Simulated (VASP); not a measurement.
## MgI2: single point with PBE

Crystal: MgI2.

```xyz
3
Lattice="4.2072 0.0000 0.0000 -2.1036 3.6435 0.0000 0.0000 0.0000 7.8117" Properties=species:S:1:pos:R:3 pbc="T T T"
Mg    0.0000    0.0000    0.0000
I     0.0000    2.4290    5.9890
I     2.1036    1.2145    1.8227
```

* Program: VASP 6.6.1
* Task: single point
* Functional: PBE
* Potentials or basis: VASP PAW PBE potentials, release 64 (Mg, I)
* Cutoff: 520 eV
* k mesh: 6 × 6 × 4
* Occupations: gaussian, width 0.05 eV
* Spin: no spin polarisation

```yaml
Pressure: -1.7 GPa
Largest_force: 0.644 eV/Å
Band_gap_on_the_k_mesh: 3.24 eV, indirect (least direct gap 3.25 eV)
```

Forces in eV/Å, atoms in the order of the input:
```
Mg   0.000  0.000  0.000
I    0.000  0.000  0.644
I    0.000  0.000 -0.644
```

Stress tensor (GPa, compression positive):
```
-1.11  0.00  0.00
 0.00 -1.11  0.00
 0.00  0.00 -3.03
```

Levels at points of the mesh, in eV from the valence-band top:
| k point | band 6 | band 7 | band 8 | band 9 | band 10 | band 11 |
| --- | --- | --- | --- | --- | --- | --- |
| (0.00, 0.00, 0.00) | -0.21 | 0.00 | 0.00 | 3.25 | 4.90 | 6.74 |
| (0.50, 0.00, 0.00) | -1.01 | -0.86 | -0.44 | 3.39 | 5.14 | 5.47 |
| (0.00, 0.00, 0.50) | -0.17 | -0.03 | -0.03 | 4.08 | 4.83 | 6.67 |
| (0.50, 0.00, 0.50) | -0.95 | -0.85 | -0.52 | 3.24 | 5.01 | 5.56 |

Run time: 35 s on 1 thread of Intel(R) Xeon(R) Platinum 8259CL CPU @ 2.50GHz (Skylake/Cascade Lake), on a shared host, peak memory 0.25 GiB.

Caveat: spin-orbit coupling is left out, which moves the levels of the heavy elements; this functional lacks dispersion, which binds the layers, so the pressure and a relaxed spacing across them are unreliable. A k mesh can miss the band edges.
